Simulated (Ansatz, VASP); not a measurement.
Ta4C3: VASP beside Ansatz

INCAR

```
SYSTEM = Ta4C3
ALGO = Normal
EDIFF = 1E-6
ENCUT = 520
GGA = PS
ISIF = 2
ISMEAR = -1
LASPH = .TRUE.
LCHARG = .FALSE.
LREAL = .FALSE.
LWAVE = .FALSE.
NBANDS = 37
NELM = 60
PREC = Accurate
SIGMA = 0.05
```

KPOINTS

```
k-points
0
G
  6 6 6
  0 0 0
```

The input POSCAR:

```
Ta4C3
1.0
    4.5037782478      0.0000000000      0.0000000000
    0.0000000000      4.5037782478      0.0000000000
    0.0000000000      0.0000000000      4.5037782478
Ta C
4 3
Direct
    0.0000000000      0.0000000000      0.0000000000
    0.5000000000      0.5000000000      0.0000000000
    0.5000000000      0.0000000000      0.5000000000
    0.0000000000      0.5000000000      0.5000000000
    0.0000000000      0.0000000000      0.5000000000
    0.0000000000      0.5000000000      0.0000000000
    0.5000000000      0.0000000000      0.0000000000
```

input.yaml

```yaml
crystal:
  lattice:
    - [4.5037782478, 0.0, 0.0]
    - [0.0, 4.5037782478, 0.0]
    - [0.0, 0.0, 4.5037782478]
  atoms:
    - { symbol: Ta, position: [0.0, 0.0, 0.0] }
    - { symbol: Ta, position: [0.5, 0.5, 0.0] }
    - { symbol: Ta, position: [0.5, 0.0, 0.5] }
    - { symbol: Ta, position: [0.0, 0.5, 0.5] }
    - { symbol: C, position: [0.0, 0.0, 0.5] }
    - { symbol: C, position: [0.0, 0.5, 0.0] }
    - { symbol: C, position: [0.5, 0.0, 0.0] }
kpoints:
  mp_grid: { grid: [6, 6, 6] }
scf:
  occupations: { method: fermi_dirac, width: 0.05 }
hamiltonian:
  xc: pbesol
  pseudopotentials: { kind: all_electron, lapw: { basis_error: 0.001 } }
output:
  forces: true
  stress: true
  eigenvalues: true
```

Change from the starting cell: volume scaled by 1.04.

Alike in both runs: task single point; functional PBEsol; k mesh 6 × 6 × 6; occupations fermi-dirac, width 0.05 eV; no spin polarisation.

|  | VASP | Ansatz |
| --- | --- | --- |
| version | VASP 6.6.1 | Ansatz 0.2.0 |
| potentials or method | VASP PAW PBE potentials, release 64 (Ta_pv, C), cutoff 520 eV | all-electron LAPW, scalar-relativistic |

VASP gave:

| Quantity | Value |
| --- | --- |
| gap on the k mesh at the Fermi level (eV) | none |
| pressure (GPa) | -17.9 |

Task: What did Ansatz give for the same quantities?

Result: gap on the k mesh at the Fermi level (eV): none; pressure (GPa): -18.4.

VASP's potentials were made for PBE, not for PBEsol. A gap of «none» marks a metal or a gap that the smearing closes. Ansatz ran all-electron here, and VASP with PAW potentials.

Spin-orbit coupling is off throughout.
